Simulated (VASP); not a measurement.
**MnAs (rocksalt type): electric field gradients with PBE**

MnAs (rocksalt type):

```
CELL_PARAMETERS angstrom
0.00000 2.60434 2.60434
2.60434 0.00000 2.60434
2.60434 2.60434 0.00000
ATOMIC_POSITIONS crystal
Mn 0.00000 0.00000 0.00000
As 0.50000 0.50000 0.50000
```

```yaml
Program: VASP 6.6.1
Task: electric field gradients
Functional: PBE
Potentials_or_basis: VASP PAW PBE potentials, release 64 (Mn_pv, As)
Cutoff: 520 eV
k_mesh: 12 × 12 × 12
Occupations: fermi-dirac, width 0.08 eV
Spin: collinear spin, ferromagnetic start
Starting_moments: "[4.0, 0.0] μB"
Dipole_correction: no
Further_INCAR_settings: ALGO = Normal; EDIFF = 1e-08; NBANDS = 20
```

```
Pressure                                              : -1.6 GPa
Net moment                                            : 3.74 μB per cell
Site moments                                          : Mn +3.69; As -0.10 μB
Largest electric field gradient by atom               : under 0.05 V/Å² on every atom
Valence electrons inside the program's atomic spheres : Mn 11.47; As 2.79
```

Levels at points of the mesh, in eV from the Fermi level:
Spin up:
```tsv
k point	band 8	band 9	band 10	band 11	band 12	band 13	band 14	band 15
(0.00, 0.00, 0.00)	-2.82	-2.82	0.90	0.90	0.90	4.64	9.49	9.49
(0.50, 0.00, 0.00)	-2.55	-2.55	-2.07	2.80	2.80	4.04	5.94	5.94
(0.50, 0.50, 0.00)	-2.43	-2.43	-1.73	-1.73	-1.48	1.63	5.84	14.02
```
Spin down:
| k point | band 3 | band 4 | band 5 | band 6 | band 7 | band 8 | band 9 | band 10 | band 11 | band 12 |
| --- | --- | --- | --- | --- | --- | --- | --- | --- | --- | --- |
| (0.00, 0.00, 0.00) | -46.40 | -12.87 | 0.08 | 0.08 | 0.18 | 0.18 | 0.18 | 0.84 | 0.84 | 0.84 |
| (0.50, 0.00, 0.00) | -46.40 | -10.86 | -5.95 | -2.34 | -2.34 | 1.08 | 1.08 | 1.41 | 4.28 | 4.33 |
| (0.50, 0.50, 0.00) | -46.40 | -10.59 | -4.93 | -1.64 | -1.64 | -0.96 | 0.48 | 1.37 | 1.37 | 1.43 |

Wall time 56 s on 1 thread of Intel(R) Xeon(R) Platinum 8559C (Emerald Rapids), with other jobs on the host, peak memory 0.22 GiB.

Caveat: a cell with one magnetic atom can't hold antiferromagnetic order, which such compounds often take.
